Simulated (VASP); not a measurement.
# Mn (Fd-3m) in VASP: notebook

The runs below take Mn through single point, with PBE.

Program: VASP 6.6.1. These are calculated values, not measurements. Logs are shortened: lines on timing, memory, paths and dates and some standing lists are left out, and cuts for length are marked.

## (1) The cell of the first run

The structure is cubic, space group Fd-3m (No. 227). Conventional cell: a = 4.746 Å, b = 4.746 Å, c = 4.746 Å, α = 90.00°, β = 90.00°, γ = 90.00°. Within 2.7 Å of Mn (site symmetry -43m) lie 4 Mn at 2.05 Å.

This isn't the form of Mn at room conditions, which is a 58-atom cubic cell.

## (2) Single point, PBE (13.36 Å³/atom)

File INCAR:

```
SYSTEM = Mn
PREC = Accurate
ENCUT = 520
EDIFF = 1E-6
ISMEAR = -1
SIGMA = 0.1
LREAL = .False.
LASPH = .True.
NELM = 100
ALGO = Normal
ISIF = 2
LWAVE = .False.
LCHARG = .True.
GGA = PE
LELF = .True.
LVHAR = .True.
NBANDS = 20
```

File KPOINTS:

```
regular mesh
0
Gamma
  18 18 18
  0 0 0
```

File POSCAR:

```
Mn
1.0
    0.0000000000      2.3728614376      2.3728614376
    2.3728614376      0.0000000000      2.3728614376
    2.3728614376      2.3728614376      0.0000000000
Mn
2
Direct
    0.1250000000      0.1250000000      0.1250000000
    0.8750000000      0.8750000000      0.8750000000
```

Potentials or basis: VASP PAW PBE potentials, release 64 (Mn_pv).

Run with:

```console
$ cat potpaw_PBE.64/Mn_pv/POTCAR > POTCAR
$ mpirun -np 1 vasp_std > vasp.out
```

OUTCAR:

```text
SYSTEM = Mn
   PREC = Accurate
   ENCUT = 520
   EDIFF = 1E-6
   ISMEAR = -1
   LREAL = .False.
   LASPH = .True.
   NELM = 100
   ISIF = 2
   GGA = PE

 ion  position               nearest neighbor table
   1  0.125  0.125  0.125-   2 2.05   2 2.05   2 2.05   2 2.05
   2  0.875  0.875  0.875-   1 2.05   1 2.05   1 2.05   1 2.05

  LATTYP: Found a face centered cubic cell.
 ALAT       =     4.7457228752

  Lattice vectors:

 A1 = (   0.0000000000,   2.3728614376,   2.3728614376)
 A2 = (   2.3728614376,   0.0000000000,   2.3728614376)
 A3 = (   2.3728614376,   2.3728614376,   0.0000000000)

Analysis of symmetry for initial positions (statically):
=====================================================================
 Subroutine PRICEL returns:
 Original cell was already a primitive cell.

 Routine SETGRP: Setting up the symmetry group for a
 face centered cubic supercell.

 Subroutine GETGRP returns: Found 48 space group operations
 (whereof 12 operations were pure point group operations)
 out of a pool of 48 trial point group operations.

The static configuration has the point symmetry D_3d.
 The point group associated with its full space group is O_h .

Analysis of symmetry for dynamics (positions and initial velocities):
=====================================================================
 Subroutine PRICEL returns:
 Original cell was already a primitive cell.

 Routine SETGRP: Setting up the symmetry group for a
 face centered cubic supercell.

 Subroutine GETGRP returns: Found 48 space group operations
 (whereof 12 operations were pure point group operations)
 out of a pool of 48 trial point group operations.

The dynamic configuration has the point symmetry D_3d.
 The point group associated with its full space group is O_h .

 Subroutine INISYM returns: Found 48 space group operations
 (whereof 12 operations are pure point group operations),
 and found     1 'primitive' translations

----------------------------------------------------------------------------------------

                                     Primitive cell

  volume of cell :      26.7207

  direct lattice vectors                    reciprocal lattice vectors
     0.000000000  2.372861438  2.372861438    -0.210716054  0.210716054  0.210716054
     2.372861438  0.000000000  2.372861438     0.210716054 -0.210716054  0.210716054
     2.372861438  2.372861438  0.000000000     0.210716054  0.210716054 -0.210716054
[... 73 lines left out ...]
   NGXF,Y,Z  is equivalent  to a cutoff of  27.74, 27.74, 27.74 a.u.
 SYSTEM =  Mn
   PREC   = accura    normal or accurate (medium, high low for compatibility)
   ISTART =      0    job   : 0-new  1-cont  2-samecut
   ICHARG =      2    charge: 1-file 2-atom 10-const
   ISPIN  =      1    spin polarized calculation?
   LNONCOLLINEAR =      F non collinear calculations
   LSORBIT =      F    spin-orbit coupling
   LASPH  =      T    aspherical Exc in radial PAW
   ENCUT  =  520.0 eV  38.22 Ry    6.18 a.u.   6.24  6.24  6.24*2*pi/ulx,y,z
   NELM   =    100;   NELMIN=  2; NELMDL= -5     # of ELM steps
   EDIFF  = 0.1E-05   stopping-criterion for ELM
   LREAL  =      F    real-space projection
[... 7 lines left out ...]
   TEBEG  =    0.0;   TEEND  =   0.0 temperature during run
   PSTRESS=    0.0 pullay stress
   NELECT =      26.0000    total number of electrons
   NUPDOWN=      -1.0000    fix difference up-down
   EMIN   =  10.00;   EMAX   =-10.00  energy-range for DOS
   EFERMI =   0.00;   METHOD = LEGACY
   ISMEAR =    -1;   SIGMA  =   0.10  broadening in eV -4-tet -1-fermi 0-gaus
   EFERMI_NEDOS =   21; number of points for ismear=-14 and -15
   IALGO  =     38    algorithm
   IMIX   =      4    mixing-type and parameters
     AMIX     =   0.40;   BMIX     =  1.00
     AMIX_MAG =   1.60;   BMIX_MAG =  1.00
  volume/ion in A,a.u.               =      13.36        90.16
  Fermi-wavevector in a.u.,A,eV,Ry     =   1.622247  3.065602 35.806240  2.631684
  Thomas-Fermi vector in A             =   2.715891
   LORBIT       =      0    0 simple, 1 ext, 2 COOP (PROOUT), +10 PAW based schemes
   GGA     = PE    functional components
   LHFCALC =     F    Hartree Fock is set to
   AEXX    =    0.0000 exact exchange contribution
   IVDW    =     0    specifies the selected vdW correction
   LEPSILON=     F    determine dielectric tensor
   LRPA    =     F    only Hartree local field effects (RPA)
 non-spin polarized calculation
  energy-cutoff  :      520.00
  volume of cell :       26.72
 maximum number of plane-waves:       745
 NGX is ok and might be reduce to    28
   NGX = 13   NGY = 13   NGZ = 13

 number of electron      25.9999990 magnetization

 Free energy of the ion-electron system (eV)
  ---------------------------------------------------
  ext. energy  EPLUGINS =         0.00000000
  ---------------------------------------------------
  free energy    TOTEN  =       -14.94283526 eV

  energy without entropy =      -14.88035013  energy(sigma->0) =      -14.91159270

 E-fermi :   7.5044     XC(G=0): -12.3749

 val. band max:        7.5033114529   @ k =  -0.3889   0.2778   0.0000
 cond. band min:       7.5048885267   @ k =  -0.2222   0.2222   0.0000
 fundamental gap:      0.0015770738
 Fermi energy:         7.5043771027

 k-point     1 :       0.0000    0.0000    0.0000
  band No.  band energies     occupation
      1     -40.5656      2.00000
      2     -40.5656      2.00000
      3     -40.5656      2.00000
      4     -39.5690      2.00000
      5     -39.5690      2.00000
      6     -39.5690      2.00000
[... 541 lines left out ...]
     19      19.7870      0.00000
     20      21.6779      0.00000

 [... further k-points ...]

------------------------ aborting loop because EDIFF is reached ----------------------------------------

  FORCE on cell =-STRESS in cart. coord.  units (eV):
  Direction    XX          YY          ZZ          XY          YZ          ZX
  --------------------------------------------------------------------------------------
  -------------------------------------------------------------------------------------
  Total        4.2554434      4.2554434      4.2554434      0.0000000      0.0000000      0.0000000
  in kB      255.1574576    255.1574576    255.1574576      0.0000000      0.0000000      0.0000000
  external PRESSURE =     255.1574576 kB  Pullay stress =       0.0000000 kB

 VOLUME and BASIS-vectors are now :
 -----------------------------------------------------------------------------
  energy-cutoff  :      520.00
  volume of cell :       26.72
      direct lattice vectors                 reciprocal lattice vectors
     0.000000000  2.372861438  2.372861438    -0.210716054  0.210716054  0.210716054
     2.372861438  0.000000000  2.372861438     0.210716054 -0.210716054  0.210716054
     2.372861438  2.372861438  0.000000000     0.210716054  0.210716054 -0.210716054

 POSITION                                       TOTAL-FORCE (eV/Angst)
 -----------------------------------------------------------------------------------
      0.59322      0.59322      0.59322         0.000000     -0.000000      0.000000
      4.15251      4.15251      4.15251        -0.000000      0.000000     -0.000000
 -----------------------------------------------------------------------------------
    total drift:                                0.000000     -0.000000     -0.000000

  FREE ENERGIE OF THE ION-ELECTRON SYSTEM (eV)
  ---------------------------------------------------
  free  energy   TOTEN  =       -14.9428352646 eV

  energy  without entropy=      -14.8803501315  energy(sigma->0) =      -14.91159270
```

Run time: 74 s. Hardware: 1 thread of Intel Xeon Platinum 8488C (Sapphire Rapids), shared host; peak memory 0.21 GiB.

What came out:

```
Free energy            : -14.9428 eV
Pressure               : 25.5 GPa
Band gap on the k mesh : zero (bands 13 and 14 overlap by 0.73 eV)
```

Caveat: atoms lie so close that the PAW spheres overlap strongly, which falsifies energies and pressures; the cell stands under pressure; the run has no spin polarisation, though such a crystal can be magnetic. Spin polarisation is off, so any magnetic state and its effect on volume and gap are missing.

## (3) Single point, PBE (13.97 Å³/atom)

This run uses another cell than the first one, of 13.97 Å³/atom.

File INCAR:

```
SYSTEM = Mn
PREC = Accurate
ENCUT = 520
EDIFF = 1E-6
ISMEAR = -1
SIGMA = 0.1
LREAL = .FALSE.
LASPH = .TRUE.
NELM = 60
ALGO = Normal
ISIF = 2
LWAVE = .FALSE.
LCHARG = .FALSE.
GGA = PE
NBANDS = 20
```

File KPOINTS:

```
regular mesh
0
G
  18 18 18
  0 0 0
```

File POSCAR:

```
Mn
1.0
    0.0000000000      2.4082825020      2.4082825020
    2.4082825020      0.0000000000      2.4082825020
    2.4082825020      2.4082825020      0.0000000000
Mn
2
Direct
    0.1250000000      0.1250000000      0.1250000000
    0.8750000000      0.8750000000      0.8750000000
```

Potentials or basis: VASP PAW PBE potentials, release 64 (Mn_pv).

Run with:

```console
$ cat potpaw_PBE.64/Mn_pv/POTCAR > POTCAR
$ mpirun -np 1 vasp_std > vasp.out
```

Run time: 60 s. Hardware: 1 thread of Intel Xeon Platinum 8488C (Sapphire Rapids), shared host; peak memory 0.21 GiB.

Results (log left out):

```
Free energy            : -15.0965 eV
Pressure               : 15.3 GPa
Band gap on the k mesh : zero (bands 13 and 14 overlap by 0.72 eV)
```

Levels at points of the mesh, in eV from the Fermi level:
```
           k point  band 10  band 11  band 12  band 13  band 14  band 15  band 16  band 17
(0.00, 0.00, 0.00)    -1.86    -1.86    -1.86     0.46     0.46     0.46     2.51     2.51
(0.50, 0.00, 0.00)    -2.25    -1.92    -1.92    -0.43     1.18     1.18     2.17     2.17
(0.50, 0.50, 0.00)    -1.83    -0.52    -0.52     0.03     0.03     2.41     2.41     3.85
```

Caveat: atoms lie so close that the PAW spheres overlap strongly, which falsifies energies and pressures; the cell stands under pressure; the run has no spin polarisation, though such a crystal can be magnetic. Spin polarisation is off, so any magnetic state and its effect on volume and gap are missing.
